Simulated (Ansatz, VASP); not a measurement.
# ZnAu in VASP and in Ansatz

```
Zn Au
1.0
     3.14700    0.00000    0.00000
     0.00000    3.14700    0.00000
     0.00000    0.00000    3.14700
Zn Au
1 1
Direct
  0.50000 0.50000 0.50000
  0.00000 0.00000 0.00000
```

Alike in both runs: task single point; functional PBE; k mesh 13 × 13 × 13; occupations fermi-dirac, width 0.05 eV; non-collinear spin, spin-orbit coupling.

|  | VASP | Ansatz |
| --- | --- | --- |
| version | VASP 6.6.1 | Ansatz 0.2.0 |
| potentials or method | VASP PAW PBE potentials, release 64 (Zn, Au), cutoff 500 eV | all-electron LAPW |

```csv
,VASP,Ansatz,Ansatz less VASP
pressure (GPa),4.4,4.1,-0.33
net moment per atom (μB),0.00,0.00,0.000
```

Ansatz ran all-electron here, and VASP with PAW potentials.
